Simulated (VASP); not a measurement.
Input of a VASP 6.6.1 run:

File INCAR:

```
SYSTEM = TePt
ALGO = Normal ; EDIFF = 1E-6
EDIFFG = -0.002 ; ENCUT = 600
GGA = PS ; IBRION = 2
ISIF = 3 ; ISMEAR = 0
IVDW = 12 ; LASPH = .TRUE.
LCHARG = .FALSE. ; LREAL = .FALSE.
LWAVE = .FALSE. ; NELM = 100
NSW = 100 ; PREC = Accurate
SIGMA = 0.1
```

KPOINTS

```
k-points
0
G
  12 12 12
  0 0 0
```

Contents of POSCAR:

```
TePt
1.0
    1.9815661262      1.1440577364      6.6610334788
   -1.9815661262      1.1440577364      6.6610334788
    0.0000000000     -2.2881154728      6.6610334788
Te Pt
2 2
Direct
    0.5980000000      0.5980000000      0.5980000000
    0.4020000000      0.4020000000      0.4020000000
    0.8703333333      0.8703333333      0.8703333333
    0.1296666667      0.1296666667      0.1296666667
```

Potentials or basis: VASP PAW PBE potentials, release 64 (Te, Pt).

Run with:

```bash
$ cat potpaw_PBE.64/Te/POTCAR potpaw_PBE.64/Pt/POTCAR > POTCAR
$ mpirun -np 1 vasp_std > vasp.out
```

(1) Estimate the relaxed volume.

(2) What does it give for the space group after relaxing (to 0.1 Å)?

(3) Predict the dispersion energy per atom.

(4) Estimate the relaxed cell.

Results:

(1) 21.28 Å³/atom.

(2) R-3m (No. 166).

(3) -0.586 eV.

(4) a = 6.775 Å, b = 6.775 Å, c = 6.775 Å, α = 33.66°, β = 33.66°, γ = 33.66°.

Caveat: the PAW data sets were made with another functional, which shifts forces and pressure a little.
